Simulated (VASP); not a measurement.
# MoS2 (P-3m1) in VASP: a series of runs, part 2 of 2

VASP 6.6.1. The steps go on from the part before.

## (6) Single point, PBEsol

This run uses another cell than the first one, of 20.12 Å³/atom, 1.128 times its volume.

INCAR

```
SYSTEM = MoS2
ALGO = Normal
EDIFF = 1E-6
ENCUT = 520
GGA = PS
ISIF = 2
ISMEAR = -1
LASPH = .True.
LCHARG = .False.
LREAL = .False.
LWAVE = .False.
NBANDS = 20
NELM = 100
PREC = Accurate
SIGMA = 0.1
```

KPOINTS

```
k-points
0
Gamma
  10 10 5
  0 0 0
```

POSCAR

```
MoS2
1.0
    3.2907646979      0.0000000000      0.0000000000
   -1.6453818392      2.8498851331      0.0000000000
    0.0000000000      0.0000000000      6.4362784120
Mo S
1 2
Direct
    0.0000000000      0.0000000000      0.5000000000
    0.3333333333      0.6666666667      0.2553190000
    0.6666666667      0.3333333333      0.7446810000
```

Potentials or basis: VASP PAW PBE potentials, release 64 (Mo_sv, S).

The run is started by

```console
$ cat potpaw_PBE.64/Mo_sv/POTCAR potpaw_PBE.64/S/POTCAR > POTCAR
$ mpirun -np 1 vasp_std > vasp.out
```

OUTCAR:

```text
SYSTEM = MoS2
   EDIFF = 1E-6
   ENCUT = 520
   GGA = PS
   ISIF = 2
   ISMEAR = -1
   LASPH = .True.
   LREAL = .False.
   NELM = 100
   PREC = Accurate

 ion  position               nearest neighbor table
   1  0.000  0.000  0.500-   2 2.47   3 2.47   3 2.47   2 2.47   3 2.47   2 2.47
   2  0.333  0.667  0.255-   1 2.47   1 2.47   1 2.47
   3  0.667  0.333  0.745-   1 2.47   1 2.47   1 2.47

  LATTYP: Found a hexagonal cell.
 ALAT       =     3.2907646979
 C/A-ratio  =     1.9558610241

  Lattice vectors:

 A1 = (   3.2907646979,   0.0000000000,   0.0000000000)
 A2 = (  -1.6453818392,   2.8498851331,   0.0000000000)
 A3 = (   0.0000000000,   0.0000000000,   6.4362784120)

Analysis of symmetry for initial positions (statically):
=====================================================================
 Subroutine PRICEL returns:
 Original cell was already a primitive cell.

 Routine SETGRP: Setting up the symmetry group for a
 hexagonal supercell.

 Subroutine GETGRP returns: Found 12 space group operations
 (whereof 12 operations were pure point group operations)
 out of a pool of 24 trial point group operations.

The static configuration has the point symmetry D_3d.

Analysis of symmetry for dynamics (positions and initial velocities):
=====================================================================
 Subroutine PRICEL returns:
 Original cell was already a primitive cell.

 Routine SETGRP: Setting up the symmetry group for a
 hexagonal supercell.

 Subroutine GETGRP returns: Found 12 space group operations
 (whereof 12 operations were pure point group operations)
 out of a pool of 24 trial point group operations.

The dynamic configuration has the point symmetry D_3d.

 Subroutine INISYM returns: Found 12 space group operations
 (whereof 12 operations are pure point group operations),
 and found     1 'primitive' translations

----------------------------------------------------------------------------------------

                                     Primitive cell

  volume of cell :      60.3614

  direct lattice vectors                    reciprocal lattice vectors
     3.290764698  0.000000000  0.000000000     0.303880736  0.175445613  0.000000000
    -1.645381839  2.849885133  0.000000000     0.000000000  0.350891335  0.000000000
     0.000000000  0.000000000  6.436278412     0.000000000  0.000000000  0.155369289

  length of vectors
     3.290764698  3.290763843  6.436278412     0.350891244  0.350891335  0.155369289

  position of ions in fractional coordinates (direct lattice)
     0.000000000  0.000000000  0.500000000
     0.333333333  0.666666667  0.255319000
     0.666666667  0.333333333  0.744681000

  ion indices of the primitive-cell ions
   primitive index   ion index
                 1           1
                 2           2
                 3           3

----------------------------------------------------------------------------------------

 KPOINTS: k-points

Automatic generation of k-mesh.
 Grid dimensions read from file:
 generate k-points for:   10   10    5

 Generating k-lattice:

  Cartesian coordinates                     Fractional coordinates (reciprocal lattice)
     0.030388074  0.017544561  0.000000000     0.100000000  0.000000000  0.000000000
     0.000000000  0.035089134  0.000000000     0.000000000  0.100000000  0.000000000
     0.000000000  0.000000000  0.031073858     0.000000000  0.000000000  0.200000000

  Length of vectors
     0.035089124  0.035089134  0.031073858

  Shift w.r.t. Gamma in fractional coordinates (k-lattice)
     0.000000000  0.000000000  0.000000000

 Subroutine IBZKPT returns following result:
 ===========================================

 Found     58 irreducible k-points:

 Following reciprocal coordinates:
            Coordinates               Weight
  0.000000  0.000000  0.000000      1.000000
  0.100000  0.000000  0.000000      6.000000
  0.200000  0.000000  0.000000      6.000000
  0.300000  0.000000  0.000000      6.000000
  0.400000  0.000000  0.000000      6.000000
  0.500000  0.000000  0.000000      3.000000
[... 16 lines left out ...]
  0.000000  0.400000  0.200000      6.000000
  0.500000  0.000000  0.200000      6.000000
 [... further k-points ...]
   k-points           NKPTS =     58   k-points in BZ     NKDIM =     58   number of bands    NBANDS=     20
   number of dos      NEDOS =    301   number of ions     NIONS =      3
   total plane-waves  NPLWV =  27648
   dimension x,y,z NGX =    24 NGY =   24 NGZ =   48
   dimension x,y,z NGXF=    48 NGYF=   48 NGZF=   96
   ions per type =               1   2
   NGX,Y,Z   is equivalent  to a cutoff of  12.12, 12.12, 12.40 a.u.
   NGXF,Y,Z  is equivalent  to a cutoff of  24.25, 24.25, 24.80 a.u.
 SYSTEM =  MoS2
   PREC   = accura    normal or accurate (medium, high low for compatibility)
   ISTART =      0    job   : 0-new  1-cont  2-samecut
   ICHARG =      2    charge: 1-file 2-atom 10-const
   ISPIN  =      1    spin polarized calculation?
   LNONCOLLINEAR =      F non collinear calculations
   LSORBIT =      F    spin-orbit coupling
   LASPH  =      T    aspherical Exc in radial PAW
   ENCUT  =  520.0 eV  38.22 Ry    6.18 a.u.   6.12  6.12 11.97*2*pi/ulx,y,z
   NELM   =    100;   NELMIN=  2; NELMDL= -5     # of ELM steps
   EDIFF  = 0.1E-05   stopping-criterion for ELM
   LREAL  =      F    real-space projection
   EDIFFG = 0.1E-04   stopping-criterion for IOM
   NSW    =      0    number of steps for IOM
   IBRION =     -1    ionic relax: 0-MD 1-quasi-New 2-CG
   NFREE  =      0    steps in history (QN), initial steepest desc. (CG)
   ISIF   =      2    stress and relaxation
   ISYM   =      2    0-nonsym 1-usesym 2-fastsym
   POTIM  = 0.5000    time-step for ionic-motion
   TEBEG  =    0.0;   TEEND  =   0.0 temperature during run
   PSTRESS=    0.0 pullay stress
   NELECT =      26.0000    total number of electrons
   NUPDOWN=      -1.0000    fix difference up-down
   EMIN   =  10.00;   EMAX   =-10.00  energy-range for DOS
   EFERMI =   0.00;   METHOD = LEGACY
   ISMEAR =    -1;   SIGMA  =   0.10  broadening in eV -4-tet -1-fermi 0-gaus
   EFERMI_NEDOS =   21; number of points for ismear=-14 and -15
   IALGO  =     38    algorithm
   IMIX   =      4    mixing-type and parameters
     AMIX     =   0.40;   BMIX     =  1.00
     AMIX_MAG =   1.60;   BMIX_MAG =  1.00
  volume/ion in A,a.u.               =      20.12       135.78
  Fermi-wavevector in a.u.,A,eV,Ry     =   1.236364  2.336389 20.797803  1.528595
  Thomas-Fermi vector in A             =   2.370975
   LORBIT       =      0    0 simple, 1 ext, 2 COOP (PROOUT), +10 PAW based schemes
   GGA     = PS    functional components
   LHFCALC =     F    Hartree Fock is set to
   AEXX    =    0.0000 exact exchange contribution
   IVDW    =     0    specifies the selected vdW correction
   LEPSILON=     F    determine dielectric tensor
   LRPA    =     F    only Hartree local field effects (RPA)
 non-spin polarized calculation
  energy-cutoff  :      520.00
  volume of cell :       60.36
 maximum number of plane-waves:      1651
   NGX = 13   NGY = 13   NGZ = 23

 number of electron      26.0000001 magnetization

 Free energy of the ion-electron system (eV)
  ---------------------------------------------------
  ext. energy  EPLUGINS =         0.00000000
  ---------------------------------------------------
  free energy    TOTEN  =       -22.44782521 eV

  energy without entropy =      -22.40259662  energy(sigma->0) =      -22.42521091

 E-fermi :   6.1069     XC(G=0): -10.3435

 val. band max:        6.0594720518   @ k =   0.1000   0.0000   0.0000
 cond. band min:       6.1429802673   @ k =   0.2000   0.2000   0.4000
 fundamental gap:      0.0835082155
 Fermi energy:         6.1068890912

 k-point     1 :       0.0000    0.0000    0.0000
  band No.  band energies     occupation
      1     -55.6024      2.00000
      2     -29.6352      2.00000
      3     -29.6352      2.00000
      4     -29.6179      2.00000
      5      -8.3221      2.00000
      6      -7.0262      2.00000
[... 12 lines left out ...]
     19      12.0680      0.00000
     20      15.6455      0.00000

 k-point     2 :       0.1000    0.0000    0.0000
  band No.  band energies     occupation
      1     -55.6001      2.00000
      2     -29.6604      2.00000
      3     -29.6410      2.00000
      4     -29.6131      2.00000
      5      -8.1848      2.00000
      6      -6.9925      2.00000
[... 498 lines left out ...]
 k-point    24 :       0.5000    0.0000    0.2000
  band No.  band energies     occupation
      1     -55.5786      2.00000
      2     -29.8943      2.00000
      3     -29.6961      2.00000
      4     -29.5674      2.00000
      5      -6.8535      2.00000
      6      -6.2736      2.00000
[... 12 lines left out ...]
     19      12.3028      0.00000
     20      13.6917      0.00000

 [... further k-points ...]
[... 5 lines left out ...]
  --------------------------------------------------------------------------------------
  -------------------------------------------------------------------------------------
  Total       -4.0000581     -4.0000561     -2.9983480     -0.0000007      0.0000000      0.0000000
  in kB     -106.1739242   -106.1738725    -79.5854395     -0.0000190      0.0000000      0.0000000
  external PRESSURE =     -97.3110787 kB  Pullay stress =       0.0000000 kB

 VOLUME and BASIS-vectors are now :
 -----------------------------------------------------------------------------
  energy-cutoff  :      520.00
  volume of cell :       60.36
      direct lattice vectors                 reciprocal lattice vectors
     3.290764698  0.000000000  0.000000000     0.303880736  0.175445613  0.000000000
    -1.645381839  2.849885133  0.000000000     0.000000000  0.350891335  0.000000000
     0.000000000  0.000000000  6.436278412     0.000000000  0.000000000  0.155369289

 POSITION                                       TOTAL-FORCE (eV/Angst)
 -----------------------------------------------------------------------------------
      0.00000      0.00000      3.21814         0.000000      0.000000      0.000000
      0.00000      1.89992      1.64330        -0.000000      0.000000      0.825431
      1.64538      0.94996      4.79297         0.000000      0.000000     -0.825431
 -----------------------------------------------------------------------------------
    total drift:                                0.000000      0.000000      0.000000

  FREE ENERGIE OF THE ION-ELECTRON SYSTEM (eV)
  ---------------------------------------------------
  free  energy   TOTEN  =       -22.4478252087 eV

  energy  without entropy=      -22.4025966202  energy(sigma->0) =      -22.42521091
```

Run time: 78 s. Hardware: 1 thread of Intel Xeon 8259CL, shared host; peak memory 0.21 GiB.

What came out:

* Free energy: -22.4478 eV
* Pressure: -9.7 GPa
* Largest force: 0.825 eV/Å
* Band gap on the k mesh: zero (band 13 reaches 6.49 eV, above the bottom of band 14 at 5.73 eV)

Forces in eV/Å, atoms in the order of the input:
```
Mo   0.000  0.000  0.000
S    0.000  0.000  0.825
S    0.000  0.000 -0.825
```

Levels at points of the mesh, in eV from the Fermi level:
| k point | band 10 | band 11 | band 12 | band 13 | band 14 | band 15 | band 16 | band 17 |
| --- | --- | --- | --- | --- | --- | --- | --- | --- |
| (0.00, 0.00, 0.00) | -1.75 | -0.94 | -0.85 | -0.85 | -0.32 | -0.32 | 2.99 | 2.99 |
| (0.50, 0.00, 0.00) | -3.84 | -3.04 | -1.69 | -1.62 | 0.85 | 1.57 | 3.39 | 3.61 |

Caveat: the PAW data sets were made with another functional, which shifts forces and pressure a little; this functional lacks dispersion, which binds the layers, so the pressure and a relaxed spacing across them are unreliable.

## (7) Overview

| cell | gap on the mesh (eV) | pressure (GPa) | largest force (eV/Å) |
| --- | --- | --- | --- |
| a = 3.162, b = 3.162, c = 6.184 Å, angles 90.0, 90.0, 120.0°, 3 atoms | none | 5.7 | 1.09 |
| a = 3.195, b = 3.195, c = 6.249 Å, angles 90.0, 90.0, 120.0°, 3 atoms | none | 0.8 | 0.52 |
| a = 3.227, b = 3.227, c = 6.312 Å, angles 90.0, 90.0, 120.0°, 3 atoms | none | -3.3 | 0.02 |
| a = 3.259, b = 3.259, c = 6.375 Å, angles 90.0, 90.0, 120.0°, 3 atoms | none | -6.8 | 0.43 |
| a = 3.291, b = 3.291, c = 6.436 Å, angles 90.0, 90.0, 120.0°, 3 atoms | none | -9.7 | 0.83 |

Alike in all rows: task single point; level PBEsol; potentials or basis VASP PAW PBE potentials, release 64 (Mo_sv, S); no spin polarisation; k mesh 10 × 10 × 5; cutoff (eV) 520; smearing fermi-dirac 0.1 eV.

Caveats: the PAW data sets were made with another functional, which shifts forces and pressure a little; this functional lacks dispersion, which binds the layers, so the pressure and a relaxed spacing across them are unreliable.

Absolute energies hang on the potentials; compare differences alone.
